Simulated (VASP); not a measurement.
Write the native input for VASP 6.6.1 that does the following.

```yaml
Task: single point
Functional: PBE
Potentials_or_basis: VASP PAW PBE potentials, release 64 (Ba_sv, Ti_sv, O)
Cutoff: 520 eV
k_mesh: 6 × 6 × 6
Occupations: gaussian, width 0.05 eV
Spin: no spin polarisation
Dipole_correction: no
Further_INCAR_settings: ALGO = Normal; EDIFF = 1e-06; NBANDS = 28
```

The structure of BaTiO3 lies in POSCAR:

```
BaTiO3
1.0
    2.9919088721      1.6529946342      2.3563003940
   -2.9919088721      1.6529946342      2.3563003940
    0.0000000000     -3.3059892684      2.3563003940
Ba Ti O
1 1 3
Direct
    0.0049545205      0.0049545205      0.0049545205
    0.5191875227      0.5191875227      0.5191875227
    0.4883938465      0.4883938465      0.9777702638
    0.4883938465      0.9777702638      0.4883938465
    0.9777702638      0.4883938465      0.4883938465
```

This cell differs from its parent crystal: strain +0.0450 x Voigt [1, 0, 0, 0, 0, 0].

The input as run:

INCAR

```
  PREC = Accurate
  ENCUT = 520
  EDIFF = 1E-6
  ISMEAR = 0
  SIGMA = 0.05
  LREAL = False
  LASPH = True
  NELM = 80
  ALGO = Normal
  ISIF = 2
  LWAVE = False
  LCHARG = False
  GGA = PE
  NBANDS = 28
```

KPOINTS

```
Automatic mesh
0
Gamma
  6 6 6
```

Potentials or basis: VASP PAW PBE potentials, release 64 (Ba_sv, Ti_sv, O).

Command:

```sh
$ cat potpaw_PBE.64/Ba_sv/POTCAR potpaw_PBE.64/Ti_sv/POTCAR potpaw_PBE.64/O/POTCAR > POTCAR
$ mpirun -np 1 vasp_std > vasp.out
```

It gave:

```
Pressure               : -4.8 GPa
Largest force          : 0.474 eV/Å
Band gap on the k mesh : 2.35 eV (least direct gap 2.89 eV)
```

Caveat: the cell differs from its parent crystal (strain +0.0450 x Voigt [1, 0, 0, 0, 0, 0]); the cell stands under tension; spin-orbit coupling is left out, which moves the levels of the heavy elements.

Wall time 53 s on 1 thread of Intel(R) Xeon(R) 6975P-C (Granite Rapids) (shared host), peak memory 0.27 GiB.
